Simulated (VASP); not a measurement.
# SnO (P4/nmm) in VASP: notebook

SnO is run at these levels: PBE0, PBE; tasks: single point.

Program: VASP 6.6.1. These are calculated values, not measurements. Logs are shortened: lines on timing, memory, paths and dates and some standing lists are left out, and cuts for length are marked.

## 1. The cell of the first run

The structure is tetragonal, space group P4/nmm (No. 129). The conventional cell has a = 3.793 Å, b = 3.793 Å, c = 4.758 Å, α = 90.00°, β = 90.00°, γ = 90.00°. Sn (site symmetry 4mm) has 4 O at 2.22 Å within 2.9 Å. O (site symmetry -4m2) has 4 Sn at 2.22 Å and 4 O at 2.68 Å within 2.9 Å.

## 2. Single point, PBE0

POSCAR

```
SnO
1.0
    3.7926488455      0.0000000000      0.0000000000
    0.0000000000      3.7926488455      0.0000000000
    0.0000000000      0.0000000000      4.7582138958
Sn O
2 2
Direct
    0.5000000000      0.0000000000      0.2410340807
    0.0000000000      0.5000000000      0.7589659193
    0.0000000000      0.0000000000      0.0000000000
    0.5000000000      0.5000000000      0.0000000000
```

INCAR.step1

```
ALGO     = Normal         # electronic algorithm
EDIFF    = 1E-5           # SCF threshold, eV
ENCUT    = 520            # plane-wave cutoff, eV
GGA      = PE             # functional
GGA_COMPAT= False        
ISIF     = 2              # what is computed and relaxed
ISMEAR   = 0              # smearing method
KPAR     = 4            
LASPH    = True           # aspherical terms in the spheres
LCHARG   = False          # write CHGCAR
LREAL    = False          # projectors in reciprocal space
LWAVE    = True           # write WAVECAR
NBANDS   = 28             # bands
NELM     = 120            # most SCF steps
PREC     = Accurate       # precision mode
SIGMA    = 0.01           # smearing width, eV
```

INCAR.step2

```
AEXX     = 0.25           # exact-exchange fraction
ALGO     = Normal         # electronic algorithm
EDIFF    = 1E-6           # SCF threshold, eV
ENCUT    = 520            # plane-wave cutoff, eV
GGA      = PE             # functional
GGA_COMPAT= False        
ISIF     = 2              # what is computed and relaxed
ISMEAR   = 0              # smearing method
ISTART   = 1            
KPAR     = 4            
LASPH    = True           # aspherical terms in the spheres
LCHARG   = False          # write CHGCAR
LHFCALC  = True           # exact exchange
LREAL    = False          # projectors in reciprocal space
LWAVE    = False          # write WAVECAR
NBANDS   = 28             # bands
NELM     = 120            # most SCF steps
PREC     = Accurate       # precision mode
PRECFOCK = Normal       
SIGMA    = 0.01           # smearing width, eV
```

KPOINTS

```
k-points
0
Gamma
  4 4 4
```

Potentials or basis: VASP PAW PBE potentials, release 64 (Sn_d, O).

Run with:

```bash
$ cat potpaw_PBE.64/Sn_d/POTCAR potpaw_PBE.64/O/POTCAR > POTCAR
$ cp INCAR.step1 INCAR
$ mpirun -np 4 vasp_std > vasp.out
$ cp INCAR.step2 INCAR
$ mpirun -np 4 vasp_std > vasp.out
```

OUTCAR:

```text
AEXX = 0.25
   EDIFF = 1E-6
   ENCUT = 520
   GGA = PE
   ISIF = 2
   ISMEAR = 0
   ISTART = 1
   LASPH = True
   LHFCALC = True
   LREAL = False
   NELM = 120
   PREC = Accurate
   PRECFOCK = Normal

 ion  position               nearest neighbor table
   1  0.500  0.000  0.241-   3 2.22   4 2.22   4 2.22   3 2.22   2 3.53   2 3.53   2 3.53   2 3.53
                             2 3.64   2 3.64   2 3.64   2 3.64
   2  0.000  0.500  0.759-   3 2.22   4 2.22   3 2.22   4 2.22   1 3.53   1 3.53   1 3.53   1 3.53
                             1 3.64   1 3.64   1 3.64   1 3.64
   3  0.000  0.000  0.000-   1 2.22   2 2.22   2 2.22   1 2.22
   4  0.500  0.500  0.000-   1 2.22   2 2.22   1 2.22   2 2.22

  LATTYP: Found a simple tetragonal cell.
 ALAT       =     3.7926488455
 C/A-ratio  =     1.2545885711

  Lattice vectors:

 A1 = (   3.7926488455,   0.0000000000,   0.0000000000)
 A2 = (   0.0000000000,   3.7926488455,   0.0000000000)
 A3 = (   0.0000000000,   0.0000000000,   4.7582138958)

Analysis of symmetry for initial positions (statically):
=====================================================================
 Subroutine PRICEL returns:
 Original cell was already a primitive cell.

 Routine SETGRP: Setting up the symmetry group for a
 simple tetragonal supercell.

 Subroutine GETGRP returns: Found 16 space group operations
 (whereof  8 operations were pure point group operations)
 out of a pool of 16 trial point group operations.

The static configuration has the point symmetry D_2d.
 The point group associated with its full space group is D_4h.

Analysis of symmetry for dynamics (positions and initial velocities):
=====================================================================
 Subroutine PRICEL returns:
 Original cell was already a primitive cell.

 Routine SETGRP: Setting up the symmetry group for a
 simple tetragonal supercell.

 Subroutine GETGRP returns: Found 16 space group operations
 (whereof  8 operations were pure point group operations)
 out of a pool of 16 trial point group operations.

The dynamic configuration has the point symmetry D_2d.
 The point group associated with its full space group is D_4h.

 Subroutine INISYM returns: Found 16 space group operations
 (whereof  8 operations are pure point group operations),
 and found     1 'primitive' translations

----------------------------------------------------------------------------------------

                                     Primitive cell

  volume of cell :      68.4430

  direct lattice vectors                    reciprocal lattice vectors
     3.792648846  0.000000000  0.000000000     0.263667964  0.000000000  0.000000000
     0.000000000  3.792648846  0.000000000     0.000000000  0.263667964  0.000000000
     0.000000000  0.000000000  4.758213896     0.000000000  0.000000000  0.210162893

  length of vectors
     3.792648846  3.792648846  4.758213896     0.263667964  0.263667964  0.210162893

  position of ions in fractional coordinates (direct lattice)
     0.500000000  0.000000000  0.241034081
     0.000000000  0.500000000  0.758965919
     0.000000000  0.000000000  0.000000000
     0.500000000  0.500000000  0.000000000

  ion indices of the primitive-cell ions
   primitive index   ion index
                 1           1
                 2           2
                 3           3
                 4           4

----------------------------------------------------------------------------------------

 KPOINTS: k-points

Automatic generation of k-mesh.
 Grid dimensions read from file:
 generate k-points for:    4    4    4

 Generating k-lattice:

  Cartesian coordinates                     Fractional coordinates (reciprocal lattice)
     0.065916991  0.000000000  0.000000000     0.250000000  0.000000000  0.000000000
     0.000000000  0.065916991  0.000000000     0.000000000  0.250000000  0.000000000
     0.000000000  0.000000000  0.052540723     0.000000000  0.000000000  0.250000000

  Length of vectors
     0.065916991  0.065916991  0.052540723

  Shift w.r.t. Gamma in fractional coordinates (k-lattice)
     0.000000000  0.000000000  0.000000000

 Subroutine IBZKPT returns following result:
 ===========================================

 Found     18 irreducible k-points:

 Following reciprocal coordinates:
            Coordinates               Weight
  0.000000  0.000000  0.000000      1.000000
  0.250000  0.000000  0.000000      4.000000
  0.500000  0.000000  0.000000      2.000000
  0.250000  0.250000  0.000000      4.000000
  0.500000  0.250000  0.000000      4.000000
  0.500000  0.500000  0.000000      1.000000
[... 10 lines left out ...]
  0.500000  0.250000  0.500000      4.000000
  0.500000  0.500000  0.500000      1.000000
   k-points           NKPTS =     18   k-points in BZ     NKDIM =     64   number of bands    NBANDS=     28
   number of dos      NEDOS =    301   number of ions     NIONS =      4
   total plane-waves  NPLWV =  28224
   dimension x,y,z NGX =    28 NGY =   28 NGZ =   36
   dimension x,y,z NGXF=    56 NGYF=   56 NGZF=   72
   ions per type =               2   2
   NGX,Y,Z   is equivalent  to a cutoff of  12.27, 12.27, 12.58 a.u.
   NGXF,Y,Z  is equivalent  to a cutoff of  24.55, 24.55, 25.16 a.u.
 SYSTEM =  unknown system
   PREC   = accura    normal or accurate (medium, high low for compatibility)
   ISTART =      1    job   : 0-new  1-cont  2-samecut
   ICHARG =      0    charge: 1-file 2-atom 10-const
   ISPIN  =      1    spin polarized calculation?
   LNONCOLLINEAR =      F non collinear calculations
   LSORBIT =      F    spin-orbit coupling
   LASPH  =      T    aspherical Exc in radial PAW
   ENCUT  =  520.0 eV  38.22 Ry    6.18 a.u.   7.05  7.05  8.85*2*pi/ulx,y,z
   NELM   =    120;   NELMIN=  2; NELMDL=  0     # of ELM steps
   EDIFF  = 0.1E-05   stopping-criterion for ELM
   LREAL  =      F    real-space projection
   EDIFFG = 0.1E-04   stopping-criterion for IOM
   NSW    =      0    number of steps for IOM
   IBRION =     -1    ionic relax: 0-MD 1-quasi-New 2-CG
   NFREE  =      0    steps in history (QN), initial steepest desc. (CG)
   ISIF   =      2    stress and relaxation
   ISYM   =      3    0-nonsym 1-usesym 2-fastsym
   POTIM  = 0.5000    time-step for ionic-motion
   TEBEG  =    0.0;   TEEND  =   0.0 temperature during run
   PSTRESS=    0.0 pullay stress
   NELECT =      40.0000    total number of electrons
   NUPDOWN=      -1.0000    fix difference up-down
   EMIN   =  10.00;   EMAX   =-10.00  energy-range for DOS
   EFERMI =   0.00;   METHOD = LEGACY
   ISMEAR =     0;   SIGMA  =   0.01  broadening in eV -4-tet -1-fermi 0-gaus
   EFERMI_NEDOS =   21; number of points for ismear=-14 and -15
   IALGO  =     38    algorithm
   IMIX   =      1    mixing-type and parameters
     AMIX     =   0.40;   BMIX     =  1.00
     AMIX_MAG =   1.60;   BMIX_MAG =  1.00
  volume/ion in A,a.u.               =      17.11       115.47
  Fermi-wavevector in a.u.,A,eV,Ry     =   1.368732  2.586528 25.489525  1.873427
  Thomas-Fermi vector in A             =   2.494670
   LORBIT       =      0    0 simple, 1 ext, 2 COOP (PROOUT), +10 PAW based schemes
   GGA     = PE    functional components
   LHFCALC =     T    Hartree Fock is set to
   PRECFOCK=normal    Normal, Fast or Accurate (Low or Medium for compatibility)
   ENCUT4O =  -1.0   cutoff for four orbital integrals eV
   NKREDX  =     1    reduce k-point grid by
   NKREDY  =     1    reduce k-point grid by
   NKREDZ  =     1    reduce k-point grid by
   AEXX    =    0.2500 exact exchange contribution
   HFSCREEN=    0.0000 screening length (either q_TF or 0.3 A-1)
   HFSCREENC=   0.0000 screening length for correlation (either q_TF or 0.3 A-1)
   ENCUTFOCK=  -1.0 apply spherical cutoff to Coloumb kernel
   IVDW    =     0    specifies the selected vdW correction
   LEPSILON=     F    determine dielectric tensor
   LRPA    =     F    only Hartree local field effects (RPA)
 non-spin polarized calculation
 Gauss-broadening in eV      SIGMA  =   0.01
  energy-cutoff  :      520.00
  volume of cell :       68.44
 maximum number of plane-waves:      1868
  NGX = 24; NGY = 24; NGZ = 28

 number of electron      39.9999998 magnetization

 Free energy of the ion-electron system (eV)
  ---------------------------------------------------
  ext. energy  EPLUGINS =         0.00000000
  ---------------------------------------------------
  free energy    TOTEN  =       -30.13395430 eV

  energy without entropy =      -30.13395430  energy(sigma->0) =      -30.13395430

 E-fermi :   7.0842     XC(G=0):  -8.1877

 val. band max:        6.9859522245   @ k =   0.0000   0.0000   0.0000
 cond. band min:       7.9082634990   @ k =   0.5000   0.5000   0.0000
 fundamental gap:      0.9223112744
 Fermi energy:         7.0841630940

 k-point     1 :       0.0000    0.0000    0.0000
  band No.  band energies     occupation
      1     -17.5824      2.00000
      2     -17.0391      2.00000
      3     -17.0282      2.00000
      4     -17.0282      2.00000
      5     -16.9696      2.00000
      6     -16.9567      2.00000
[... 20 lines left out ...]
     27      15.0891      0.00000
     28      15.3741      0.00000

 k-point     2 :       0.2500    0.0000    0.0000
  band No.  band energies     occupation
      1     -17.5469      2.00000
      2     -17.1876      2.00000
      3     -17.0170      2.00000
      4     -17.0110      2.00000
      5     -17.0029      2.00000
      6     -16.9741      2.00000
[... 20 lines left out ...]
     27      15.5661      0.00000
     28      18.9556      0.00000

 k-point     3 :       0.5000    0.0000    0.0000
  band No.  band energies     occupation
      1     -17.4352      2.00000
      2     -17.4352      2.00000
      3     -16.9934      2.00000
      4     -16.9934      2.00000
      5     -16.9827      2.00000
      6     -16.9827      2.00000
[... 430 lines left out ...]
      3     -17.0042      2.00000
      4     -17.0042      2.00000
      5     -16.9753      2.00000
      6     -16.9753      2.00000
[... 20 lines left out ...]
     27      18.9147      0.00000
     28      18.9147      0.00000

 k-point    18 :       0.5000    0.5000    0.5000
  band No.  band energies     occupation
      1     -17.4853      2.00000
      2     -17.4853      2.00000
      3     -16.9800      2.00000
      4     -16.9800      2.00000
      5     -16.9712      2.00000
      6     -16.9712      2.00000
[... 20 lines left out ...]
     27      18.9880      0.00000
     28      18.9880      0.00000

------------------------ aborting loop because EDIFF is reached ----------------------------------------

  FORCE on cell =-STRESS in cart. coord.  units (eV):
  Direction    XX          YY          ZZ          XY          YZ          ZX
  --------------------------------------------------------------------------------------
  -------------------------------------------------------------------------------------
  Total        0.4065361      0.4065361      0.5458217      0.0000000     -0.0000000      0.0000000
  in kB        9.5165699      9.5165699     12.7770948      0.0000000     -0.0000000      0.0000000
  external PRESSURE =      10.6034115 kB  Pullay stress =       0.0000000 kB

 VOLUME and BASIS-vectors are now :
 -----------------------------------------------------------------------------
  energy-cutoff  :      520.00
  volume of cell :       68.44
      direct lattice vectors                 reciprocal lattice vectors
     3.792648846  0.000000000  0.000000000     0.263667964  0.000000000  0.000000000
     0.000000000  3.792648846  0.000000000     0.000000000  0.263667964  0.000000000
     0.000000000  0.000000000  4.758213896     0.000000000  0.000000000  0.210162893

 POSITION                                       TOTAL-FORCE (eV/Angst)
 -----------------------------------------------------------------------------------
      1.89632      0.00000      1.14689        -0.000000     -0.000000     -0.062884
      0.00000      1.89632      3.61132        -0.000000     -0.000000      0.062884
      0.00000      0.00000      0.00000        -0.000000      0.000000      0.000000
      1.89632      1.89632      0.00000         0.000000      0.000000      0.000000
 -----------------------------------------------------------------------------------
    total drift:                               -0.000001      0.000001     -0.000002

  FREE ENERGIE OF THE ION-ELECTRON SYSTEM (eV)
  ---------------------------------------------------
  free  energy   TOTEN  =       -30.1339543045 eV

  energy  without entropy=      -30.1339543045  energy(sigma->0) =      -30.13395430
```

It took 17 min on 4 MPI ranks of Intel Xeon Platinum 8488C (Sapphire Rapids), shared host; peak memory 0.21 GiB.

Results:

* Free energy: -30.1340 eV
* Pressure: 1.1 GPa
* Largest force: 0.063 eV/Å
* Band gap on the k mesh: 0.92 eV (least direct gap 3.25 eV)

Forces on the atoms (eV/Å):
```
Sn   0.000  0.000 -0.063
Sn   0.000  0.000  0.063
O    0.000  0.000  0.000
O    0.000  0.000  0.000
```

Caveat: the PAW data sets were made with another functional, which shifts forces and pressure a little; spin-orbit coupling is left out, which moves the levels of the heavy elements.

(Continued in part 2 of 2.)

The gap in the log of VASP goes by the Fermi energy; the results here count the filled bands.